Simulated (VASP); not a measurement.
# Fe (P6_3/mmc) in VASP: a series of runs

Aim: see how the results for Fe move with the level of theory and the settings. Levels: PBEsol+D3(BJ), BLYP+D3(BJ). Tasks: relaxation of cell and atoms.

All numbers are computed with VASP 6.6.1; they aren't measurements. Logs are shortened: lines on timing, memory, paths and dates and some standing lists are left out, and cuts for length are marked.

## Step 1: The cell of the first run

It takes space group P6_3/mmc (No. 194, hexagonal). Conventional cell: a = 2.347 Å, b = 2.347 Å, c = 3.797 Å, α = 90.00°, β = 90.00°, γ = 120.00°. Fe (site symmetry -6m2) has 12 Fe at 2.33 to 2.35 Å within 3.1 Å.

## Step 2: Relaxation of cell and atoms, PBEsol+D3(BJ), collinear spin, ferromagnetic start

The input, INCAR:

```
  PREC = Accurate
  ENCUT = 600
  EDIFF = 1E-6
  ISMEAR = -1
  SIGMA = 0.1
  LREAL = False
  LASPH = True
  NELM = 150
  ALGO = Normal
  ISIF = 3
  LWAVE = False
  LCHARG = False
  ISPIN = 2
  MAGMOM = 4.5 4.5
  LORBIT = 11
  LMAXMIX = 4
  GGA = PS
  IVDW = 12
  IBRION = 2
  NSW = 80
  EDIFFG = -0.02
```

The input, KPOINTS:

```
regular mesh
0
Gamma
  15 15 8
```

The input, POSCAR:

```
Fe
1.0
    2.3470000000      0.0000000000      0.0000000000
   -1.1735000000      2.0325616200      0.0000000000
    0.0000000000      0.0000000000      3.7970000000
Fe
2
Direct
    0.3333333333      0.6666666667      0.2500000000
    0.6666666667      0.3333333333      0.7500000000
```

Potentials or basis: VASP PAW PBE potentials, release 64 (Fe).

On the command line:

```sh
> cat potpaw_PBE.64/Fe/POTCAR > POTCAR
> mpirun -np 1 vasp_std > vasp.out
```

OUTCAR:

```text
PREC = Accurate
   ENCUT = 600
   EDIFF = 1E-6
   ISMEAR = -1
   LREAL = False
   LASPH = True
   NELM = 150
   ISIF = 3
   ISPIN = 2
   LORBIT = 11
   GGA = PS
   IVDW = 12
   IBRION = 2
   NSW = 80
   EDIFFG = -0.02
 IVDW          = 12

 ion  position               nearest neighbor table
   1  0.333  0.667  0.250-   2 2.33   2 2.33   2 2.33   2 2.33   2 2.33   2 2.33
   2  0.667  0.333  0.750-   1 2.33   1 2.33   1 2.33   1 2.33   1 2.33   1 2.33

  LATTYP: Found a hexagonal cell.
 ALAT       =     2.3470000000
 C/A-ratio  =     1.6178099702

  Lattice vectors:

 A1 = (   2.3470000000,   0.0000000000,   0.0000000000)
 A2 = (  -1.1735000000,   2.0325616200,   0.0000000000)
 A3 = (   0.0000000000,   0.0000000000,   3.7970000000)

Analysis of symmetry for initial positions (statically):
=====================================================================
 Subroutine PRICEL returns:
 Original cell was already a primitive cell.

 Routine SETGRP: Setting up the symmetry group for a
 hexagonal supercell.

 Subroutine GETGRP returns: Found 24 space group operations
 (whereof 12 operations were pure point group operations)
 out of a pool of 24 trial point group operations.

The static configuration has the point symmetry D_3d.
 The point group associated with its full space group is D_6h.

Analysis of symmetry for dynamics (positions and initial velocities):
=====================================================================
 Subroutine PRICEL returns:
 Original cell was already a primitive cell.

 Routine SETGRP: Setting up the symmetry group for a
 hexagonal supercell.

 Subroutine GETGRP returns: Found 24 space group operations
 (whereof 12 operations were pure point group operations)
 out of a pool of 24 trial point group operations.

The dynamic configuration has the point symmetry D_3d.
 The point group associated with its full space group is D_6h.

Analysis of structural, dynamic, and magnetic symmetry:
=====================================================================
 Subroutine PRICEL returns:
 Original cell was already a primitive cell.

 Routine SETGRP: Setting up the symmetry group for a
 hexagonal supercell.

 Subroutine GETGRP returns: Found 24 space group operations
 (whereof 12 operations were pure point group operations)
 out of a pool of 24 trial point group operations.

The overall configuration has the point symmetry D_3d.
 The point group associated with its full space group is D_6h.

 Subroutine INISYM returns: Found 24 space group operations
 (whereof 12 operations are pure point group operations),
 and found     1 'primitive' translations

----------------------------------------------------------------------------------------

                                     Primitive cell

  volume of cell :      18.1133

  direct lattice vectors                    reciprocal lattice vectors
     2.347000000  0.000000000  0.000000000     0.426075841  0.245995002  0.000000000
    -1.173500000  2.032561620  0.000000000     0.000000000  0.491990004  0.000000000
     0.000000000  0.000000000  3.797000000     0.000000000  0.000000000  0.263365815

  length of vectors
     2.347000000  2.346999998  3.797000000     0.491990004  0.491990004  0.263365815

  position of ions in fractional coordinates (direct lattice)
     0.333333333  0.666666667  0.250000000
     0.666666667  0.333333333  0.750000000

  ion indices of the primitive-cell ions
   primitive index   ion index
                 1           1
                 2           2

----------------------------------------------------------------------------------------

 KPOINTS: regular mesh

Automatic generation of k-mesh.
 Grid dimensions read from file:
 generate k-points for:   15   15    8

 Generating k-lattice:

  Cartesian coordinates                     Fractional coordinates (reciprocal lattice)
     0.028405056  0.016399667  0.000000000     0.066666667  0.000000000  0.000000000
     0.000000000  0.032799334  0.000000000     0.000000000  0.066666667  0.000000000
     0.000000000  0.000000000  0.032920727     0.000000000  0.000000000  0.125000000

  Length of vectors
     0.032799334  0.032799334  0.032920727

  Shift w.r.t. Gamma in fractional coordinates (k-lattice)
     0.000000000  0.000000000  0.000000000

 Subroutine IBZKPT returns following result:
 ===========================================

 Found    135 irreducible k-points:

 Following reciprocal coordinates:
            Coordinates               Weight
  0.000000  0.000000  0.000000      1.000000
  0.066667 -0.000000  0.000000      6.000000
  0.133333 -0.000000  0.000000      6.000000
  0.200000  0.000000  0.000000      6.000000
  0.266667 -0.000000  0.000000      6.000000
  0.333333 -0.000000  0.000000      6.000000
[... 16 lines left out ...]
  0.333333  0.200000  0.000000     12.000000
  0.400000  0.200000  0.000000      6.000000
 [... further k-points ...]
   k-points           NKPTS =    135   k-points in BZ     NKDIM =    135   number of bands    NBANDS=     17
   number of dos      NEDOS =    301   number of ions     NIONS =      2
   total plane-waves  NPLWV =  12000
   dimension x,y,z NGX =    20 NGY =   20 NGZ =   30
   dimension x,y,z NGXF=    40 NGYF=   40 NGZF=   60
   ions per type =               2
   NGX,Y,Z   is equivalent  to a cutoff of  14.17, 14.17, 13.14 a.u.
   NGXF,Y,Z  is equivalent  to a cutoff of  28.33, 28.33, 26.27 a.u.
 SYSTEM =  unknown system
   PREC   = accura    normal or accurate (medium, high low for compatibility)
   ISTART =      0    job   : 0-new  1-cont  2-samecut
   ICHARG =      2    charge: 1-file 2-atom 10-const
   ISPIN  =      2    spin polarized calculation?
   LNONCOLLINEAR =      F non collinear calculations
   LSORBIT =      F    spin-orbit coupling
   LASPH  =      T    aspherical Exc in radial PAW
   ENCUT  =  600.0 eV  44.10 Ry    6.64 a.u.   4.69  4.69  7.58*2*pi/ulx,y,z
   NELM   =    150;   NELMIN=  2; NELMDL= -5     # of ELM steps
   EDIFF  = 0.1E-05   stopping-criterion for ELM
   LREAL  =      F    real-space projection
   EDIFFG = -.2E-01   stopping-criterion for IOM
   NSW    =     80    number of steps for IOM
   IBRION =      2    ionic relax: 0-MD 1-quasi-New 2-CG
   NFREE  =      1    steps in history (QN), initial steepest desc. (CG)
   ISIF   =      3    stress and relaxation
   ISYM   =      2    0-nonsym 1-usesym 2-fastsym
   POTIM  = 0.5000    time-step for ionic-motion
   TEBEG  =    0.0;   TEEND  =   0.0 temperature during run
   PSTRESS=    0.0 pullay stress
   NELECT =      16.0000    total number of electrons
   NUPDOWN=      -1.0000    fix difference up-down
   EMIN   =  10.00;   EMAX   =-10.00  energy-range for DOS
   EFERMI =   0.00;   METHOD = LEGACY
   ISMEAR =    -1;   SIGMA  =   0.10  broadening in eV -4-tet -1-fermi 0-gaus
   EFERMI_NEDOS =   21; number of points for ismear=-14 and -15
   IALGO  =     38    algorithm
   IMIX   =      4    mixing-type and parameters
     AMIX     =   0.40;   BMIX     =  1.00
     AMIX_MAG =   1.60;   BMIX_MAG =  1.00
  volume/ion in A,a.u.               =       9.06        61.12
  Fermi-wavevector in a.u.,A,eV,Ry     =   1.570781  2.968346 33.570383  2.467354
  Thomas-Fermi vector in A             =   2.672463
   LORBIT       =     11    0 simple, 1 ext, 2 COOP (PROOUT), +10 PAW based schemes
   GGA     = PS    functional components
   LHFCALC =     F    Hartree Fock is set to
   AEXX    =    0.0000 exact exchange contribution
   IVDW    =    12    specifies the selected vdW correction
   LEPSILON=     F    determine dielectric tensor
   LRPA    =     F    only Hartree local field effects (RPA)
 conjugate gradient relaxation of ions
 spin polarized calculation
  energy-cutoff  :      600.00
  volume of cell :       18.11
 maximum number of plane-waves:       621
 NGX is ok and might be reduce to    20
   NGX =  9   NGY =  9   NGZ = 15

--------------------------------------- Ionic step        1  -------------------------------------------

 number of electron      16.0000001 magnetization       0.0438625

 number of electron      16.0000001 magnetization      -0.0007053

 Free energy of the ion-electron system (eV)
  ---------------------------------------------------
  ext. energy  EPLUGINS =         0.00000000
  ---------------------------------------------------
  free energy    TOTEN  =       -17.76566942 eV

  energy without entropy =      -17.69532758  energy(sigma->0) =      -17.73049850

------------------------ aborting loop because EDIFF is reached ----------------------------------------

 Edisp (eV)   -0.83391

 E8    (eV) :    -0.5588

  FORCE on cell =-STRESS in cart. coord.  units (eV):
  Direction    XX          YY          ZZ          XY          YZ          ZX
  --------------------------------------------------------------------------------------
  -------------------------------------------------------------------------------------
  Total       3.12439     3.12439     1.68374     0.00000    -0.00000     0.00000
  in kB     276.36213   276.36213   148.93211     0.00000    -0.00000     0.00000
  external pressure =      233.89 kB  Pullay stress =        0.00 kB
[... 191 lines left out ...]
--------------------------------------- Ionic step        6  -------------------------------------------

 number of electron      15.9999993 magnetization       0.0000011

 number of electron      15.9999993 magnetization      -0.0000024

 Free energy of the ion-electron system (eV)
  ---------------------------------------------------
  ext. energy  EPLUGINS =         0.00000000
  ---------------------------------------------------
  free energy    TOTEN  =       -17.90172431 eV

  energy without entropy =      -17.82444185  energy(sigma->0) =      -17.86308308

 E-fermi :   7.4197     XC(G=0): -14.2958

 val. band max:        7.4060353476   @ k =   0.0667  -0.0000   0.3750
 cond. band min:       7.4198681084   @ k =   0.2667   0.2000   0.0000
 fundamental gap:      0.0138327608
 Fermi energy:         7.4197150636

 spin component 1

 k-point     1 :       0.0000    0.0000    0.0000
  band No.  band energies     occupation
      1      -1.8778      1.00000
      2       2.1017      1.00000
      3       5.6165      1.00000
      4       5.6165      1.00000
      5       5.7490      1.00000
      6       6.1275      1.00000
[... 9 lines left out ...]
     16      34.4831      0.00000
     17      34.6662      0.00000
[... 443 lines left out ...]
      1       2.9988      1.00000
      2       3.1566      1.00000
      3       3.2492      1.00000
      4       4.4078      1.00000
      5       5.1367      1.00000
      6       5.5327      1.00000
[... 9 lines left out ...]
     16      22.8315      0.00000
     17      25.2396      0.00000

 [... further k-points ...]

 spin component 2

 k-point     1 :       0.0000    0.0000    0.0000
  band No.  band energies     occupation
      1      -1.8778      1.00000
      2       2.1017      1.00000
      3       5.6165      1.00000
      4       5.6165      1.00000
      5       5.7490      1.00000
      6       6.1275      1.00000
[... 9 lines left out ...]
     16      34.4831      0.00000
     17      34.6662      0.00000
[... 443 lines left out ...]
      1       2.9988      1.00000
      2       3.1566      1.00000
      3       3.2492      1.00000
      4       4.4078      1.00000
      5       5.1367      1.00000
      6       5.5327      1.00000
[... 9 lines left out ...]
     16      22.8315      0.00000
     17      25.2396      0.00000

 [... further k-points ...]

------------------------ aborting loop because EDIFF is reached ----------------------------------------

 Edisp (eV)   -0.78508

 E8    (eV) :    -0.5260

  FORCE on cell =-STRESS in cart. coord.  units (eV):
  Direction    XX          YY          ZZ          XY          YZ          ZX
  --------------------------------------------------------------------------------------
  -------------------------------------------------------------------------------------
  Total       0.01683     0.01683     0.01275     0.00000     0.00000     0.00000
  in kB       1.40258     1.40258     1.06192     0.00000     0.00000     0.00000
  external pressure =        1.29 kB  Pullay stress =        0.00 kB
[... 17 lines left out ...]
  FREE ENERGIE OF THE ION-ELECTRON SYSTEM (eV)
  ---------------------------------------------------
  free  energy   TOTEN  =       -18.6868020265 eV

  energy  without entropy=      -18.6095195629  energy(sigma->0) =      -18.64816079

 reached required accuracy - stopping structural energy minimisation

 total charge

# of ion       s       p       d       tot
------------------------------------------
    1        0.569   0.704   6.401   7.674
    2        0.569   0.704   6.401   7.674
--------------------------------------------------
tot          1.138   1.408  12.802  15.348

 magnetization (x)

# of ion       s       p       d       tot
------------------------------------------
    1        0.000   0.000   0.000   0.000
    2        0.000   0.000   0.000   0.000
--------------------------------------------------
tot          0.000   0.000   0.000   0.000
```

Run time: 2.4 min. Hardware: 1 thread of Intel Xeon 6975P-C (Granite Rapids), shared host; peak memory 0.21 GiB.

What came out:

```yaml
Free_energy: -18.6868 eV
Relaxed_volume: 9.62 Å³/atom
Relaxed_cell: a = 2.412 Å, b = 2.412 Å, c = 3.817 Å, α = 90.00°, β = 90.00°, γ = 120.00°
Space_group_after_relaxing_to_0.05_Å: P6_3/mmc (No. 194)
Energy_gained_by_relaxing: 43.6 meV/atom
Ionic_steps: 6
Pressure_after_relaxing: 0.1 GPa
Band_gap_on_the_k_mesh: zero (filled and empty bands overlap)
Net_moment: 0.00 μB per cell
Valence_electrons_inside_the_program's_atomic_spheres: Fe 7.67
Dispersion_energy_per_atom: -0.393 eV
```

The path:
| step | energy change (eV) | largest force (eV/Å) | pressure (GPa) | volume (Å³) |
| --- | --- | --- | --- | --- |
| 1 | 0.0000 | 0.0000 | 23.39 | 18.11 |
| 2 | 0.1969 | 0.0000 | -31.36 | 21.80 |
| 3 | -0.0846 | 0.0000 | -1.66 | 19.32 |
| 4 | -0.0848 | 0.0000 | -0.61 | 19.27 |
| 5 | -0.0870 | 0.0000 | 0.40 | 19.22 |
| 6 | -0.0872 | 0.0000 | 0.13 | 19.23 |

Final structure:
```yaml
crystal:
  lattice:
    - [2.41188, 0.00000, 0.00000]
    - [-1.20594, 2.08875, 0.00000]
    - [0.00000, 0.00000, 3.81716]
  atoms:
    - { symbol: Fe, position: [0.33333, 0.66667, 0.25000] }
    - { symbol: Fe, position: [0.66667, 0.33333, 0.75000] }
```

Caveat: the starting moments collapsed, and a magnetic state may lie lower; the PAW data sets were made with another functional, which shifts forces and pressure a little; pairwise dispersion overbinds metals, which lowers pressure and volume.

## Step 3: Relaxation of cell and atoms, BLYP+D3(BJ), collinear spin, ferromagnetic start

The input, INCAR:

```
SYSTEM = Fe
AGGAC = 1.0 ; AGGAX = 1.0
ALDAC = 0.0 ; ALDAX = 1.0
ALGO = Normal ; EDIFF = 1E-7
EDIFFG = -0.02 ; ENCUT = 600
GGA = B5 ; IBRION = 2
ISIF = 3 ; ISMEAR = -1
ISPIN = 2 ; IVDW = 12
LASPH = .TRUE. ; LCHARG = .FALSE.
LMAXMIX = 4 ; LORBIT = 11
LREAL = .FALSE. ; LWAVE = .FALSE.
MAGMOM = 4.5 4.5 ; NELM = 150
NSW = 80 ; PREC = Accurate
SIGMA = 0.1 ; VDW_A1 = 0.4298
VDW_A2 = 4.2359 ; VDW_S6 = 1.0
VDW_S8 = 2.6996
```

The input, KPOINTS:

```
k-points
0
G
  15 15 8
  0 0 0
```

POSCAR is that of step 2.

Potentials or basis: VASP PAW PBE potentials, release 64 (Fe).

On the command line:

```sh
> cat potpaw_PBE.64/Fe/POTCAR > POTCAR
> mpirun -np 1 vasp_std > vasp.out
```

Run time: 4.4 min. Hardware: 1 thread of Intel Xeon 6975P-C (Granite Rapids), shared host; peak memory 0.21 GiB.

The run converged. Its results:

```
Free energy                                           : -15.9728 eV
Relaxed volume                                        : 10.07 Å³/atom
Relaxed cell                                          : a = 2.451 Å, b = 2.451 Å, c = 3.872 Å, α = 90.00°, β = 90.00°, γ = 120.00°
Space group after relaxing (to 0.05 Å)                : P6_3/mmc (No. 194)
Energy gained by relaxing                             : 119.1 meV/atom
Ionic steps                                           : 9
Pressure after relaxing                               : 0.0 GPa
Band gap on the k mesh                                : zero (filled and empty bands overlap)
Net moment                                            : 0.00 μB per cell
Valence electrons inside the program's atomic spheres : Fe 7.58
Dispersion energy per atom                            : -0.935 eV
```

Step by step:
| step | energy change (eV) | largest force (eV/Å) | pressure (GPa) | volume (Å³) |
| --- | --- | --- | --- | --- |
| 1 | 0.0000 | 0.0000 | 39.87 | 18.11 |
| 2 | 0.3948 | 0.0000 | -36.71 | 24.68 |
| 3 | -0.2346 | 0.0000 | -2.37 | 20.30 |
| 4 | -0.2354 | 0.0000 | -0.69 | 20.18 |
| 5 | -0.2354 | 0.0000 | -0.07 | 20.14 |
| 6 | -0.2382 | 0.0000 | 0.48 | 20.11 |
| 7 | -0.2383 | 0.0000 | 0.40 | 20.11 |
| 8 | -0.2382 | 0.0000 | -0.49 | 20.18 |
| 9 | -0.2383 | 0.0000 | 0.00 | 20.14 |

Final structure:
```
Fe
1.0
     2.45071    0.00000    0.00000
    -1.22535    2.12238    0.00000
     0.00000    0.00000    3.87223
Fe
2
Cartesian
  0.0000 1.4149 0.9681
  1.2254 0.7075 2.9042
```

Levels at points of the mesh, in eV from the Fermi level:
Spin up:
```csv
k point,band 6,band 7,band 8,band 9,band 10,band 11
"(0.00, 0.00, 0.00)",-1.22,-1.22,-0.88,-0.88,0.72,0.72
"(0.00, 0.00, 0.50)",-1.81,-1.81,-1.81,0.32,0.32,0.32
```
Spin down:
| k point | band 4 | band 5 | band 6 | band 7 | band 8 | band 9 | band 10 | band 11 | band 12 | band 13 |
| --- | --- | --- | --- | --- | --- | --- | --- | --- | --- | --- |
| (0.00, 0.00, 0.00) | -1.69 | -1.55 | -1.22 | -1.22 | -0.88 | -0.88 | 0.72 | 0.72 | 0.82 | 8.98 |
| (0.00, 0.00, 0.50) | -2.07 | -1.81 | -1.81 | -1.81 | -1.81 | 0.32 | 0.32 | 0.32 | 0.32 | 17.54 |

Caveat: the starting moments collapsed, and a magnetic state may lie lower; the PAW data sets were made with another functional, which shifts forces and pressure a little; the volume moved by +11 % from the deposited cell, more than functionals usually miss; pairwise dispersion overbinds metals, which lowers pressure and volume. Zero-point motion and thermal expansion aren't in these numbers.
